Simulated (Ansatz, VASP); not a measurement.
# Ta: VASP beside Ansatz

INCAR

```
PREC = Accurate
ENCUT = 520
EDIFF = 1E-7
ISMEAR = 0
SIGMA = 0.15
LREAL = False
LASPH = True
NELM = 100
ALGO = Fast
ISIF = 2
LWAVE = False
LCHARG = True
GGA = PE
LELF = True
LVHAR = True
NBANDS = 12
```

Contents of KPOINTS:

```
regular mesh
0
Gamma
  20 20 20
```

POSCAR

```
Ta
1.0
   -1.6265108000      1.6265108000      1.6017416000
    1.6265108000     -1.6265108000      1.6017416000
    1.6265108000      1.6265108000     -1.6017416000
Ta
1
Direct
    0.0000000000      0.0000000000      0.0000000000
```

Input for Ansatz:

```yaml
crystal:
  lattice:
    - [-1.6265108, 1.6265108, 1.6017416]
    - [1.6265108, -1.6265108, 1.6017416]
    - [1.6265108, 1.6265108, -1.6017416]
  atoms:
    - { symbol: Ta, position: [0.0, 0.0, 0.0] }
basis:
  ecutwfc: 420
kpoints:
  mp_grid: { grid: [20, 20, 20] }
hamiltonian:
  xc: pbe
scf:
  occupations: { method: gaussian, width: 0.15 }
output:
  forces: true
  stress: true
  eigenvalues: true
```

Change from the starting cell: strain -0.015 along x and y, -0.030 along z, atoms carried along.

Alike in both runs: task single point; functional PBE; k mesh 20 × 20 × 20; occupations gaussian, width 0.15 eV; no spin polarisation.

|  | VASP | Ansatz |
| --- | --- | --- |
| version | VASP 6.6.1 | Ansatz 0.2.0 |
| potentials or method | VASP PAW PBE potentials, release 64 (Ta_pv), cutoff 520 eV | scalar-relativistic, plane waves, PAW |
| valence electrons in the cell | 11 | 13 |

VASP gave:

| Item | Value |
| --- | --- |
| gap on the k mesh at the Fermi level (eV) | none |
| pressure (GPa) | 17.5 |
| traceless stress, the component that is largest in VASP (GPa) | 1.49 |

**Question.** What did Ansatz give for the same quantities?

**Answer.** gap on the k mesh at the Fermi level (eV): none; pressure (GPa): 17.3; traceless stress, the component that is largest in VASP (GPa): 1.49.

A gap of «none» marks a metal or a gap that the smearing closes. VASP's potentials hold 11 valence electrons a cell and Ansatz's 13, so a difference there can come from the potentials and not from the codes.

Spin-orbit coupling is off throughout.
